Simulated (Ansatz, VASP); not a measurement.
BaS: VASP beside Ansatz

File INCAR:

```
SYSTEM = BaS
  PREC = Accurate
  ENCUT = 520
  EDIFF = 1E-6
  ISMEAR = 0
  SIGMA = 0.05
  LREAL = .False.
  LASPH = .True.
  NELM = 150
  ALGO = Normal
  ISIF = 2
  LWAVE = .False.
  LCHARG = .True.
  MAGMOM = 0 0 0 0 0 0
  LORBIT = 11
  LSORBIT = .True.
  GGA_COMPAT = .False.
  LORBMOM = .True.
  GGA = RE
  LVHAR = .True.
  NBANDS = 28
```

KPOINTS

```
regular mesh
0
Gamma
  6 6 6
  0 0 0
```

The input POSCAR:

```
BaS
1.0
    0.0000000000      3.2129006479      3.2129006479
    3.2129006479      0.0000000000      3.2129006479
    3.2129006479      3.2129006479      0.0000000000
Ba S
1 1
Direct
    0.5000000000      0.5000000000      0.5000000000
    0.0000000000      0.0000000000      0.0000000000
```

Input for Ansatz:

```yaml
crystal:
  lattice:
    - [0.0, 3.2129006479, 3.2129006479]
    - [3.2129006479, 0.0, 3.2129006479]
    - [3.2129006479, 3.2129006479, 0.0]
  atoms:
    - { symbol: Ba, position: [0.5, 0.5, 0.5] }
    - { symbol: S, position: [0.0, 0.0, 0.0] }
basis:
  ecutwfc: 420
  ecutrho_ratio: 4
kpoints:
  mp_grid: { grid: [6, 6, 6] }
hamiltonian:
  xc: revpbe
scf:
  occupations: { method: gaussian, width: 0.05 }
output:
  forces: true
  stress: true
magnetization:
  noncollinear: true
  spin_orbit: true
```

Alike in both runs: task single point; functional revPBE; k mesh 6 × 6 × 6; occupations gaussian, width 0.05 eV; non-collinear spin, spin-orbit coupling.

|  | VASP | Ansatz |
| --- | --- | --- |
| version | VASP 6.6.1 | Ansatz 0.2.0 |
| potentials or method | VASP PAW PBE potentials, release 64 (Ba_sv, S), cutoff 520 eV | plane waves, PAW |
| valence electrons in the cell | 16 | 16 |

```csv
,VASP,Ansatz,Ansatz less VASP
pressure (GPa),1.7,1.2,-0.55
net moment per atom (μB),0.00,0.00,0.000
```

VASP's potentials were made for PBE, not for revPBE. With one functional, cell and mesh, what is left measures potentials, basis and numerics.
